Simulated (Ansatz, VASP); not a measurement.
**Two plane-wave programs on W**

```
CELL_PARAMETERS angstrom
2.73580 0.00000 0.00000
-1.36790 2.36927 0.00000
0.00000 0.00000 10.20936
ATOMIC_POSITIONS crystal
W 0.33333 0.66667 0.38226
W 0.66667 0.33333 0.88226
W 0.66667 0.33333 0.61774
W 0.33333 0.66667 0.11774
```

Alike in both runs: task relaxation of cell and atoms; functional PBEsol; k mesh 21 × 21 × 6; occupations gaussian, width 0.1 eV; no spin polarisation.

|  | VASP | Ansatz |
| --- | --- | --- |
| version | VASP 6.6.1 | Ansatz 0.2.0 |
| potentials or method | VASP PAW PBE potentials, release 64 (W_sv), cutoff 600 eV | scalar-relativistic, plane waves, PAW |
| valence electrons in the cell | 56 | 56 |

VASP gave:

- gap on the k mesh at the Fermi level, each at its own relaxed structure (eV): none
- relaxed volume (Å³/atom): 16.55
- relaxed length of the cell vector where the two differ most in proportion (Å): 10.122

Question: Estimate Ansatz's values.

Answer: gap on the k mesh at the Fermi level, each at its own relaxed structure (eV): none; relaxed volume (Å³/atom): 16.51; relaxed length of the cell vector where the two differ most in proportion (Å): 10.111.

VASP's potentials were made for PBE, not for PBEsol. A gap of «none» marks a metal or a gap that the smearing closes.

Spin-orbit coupling is off throughout.
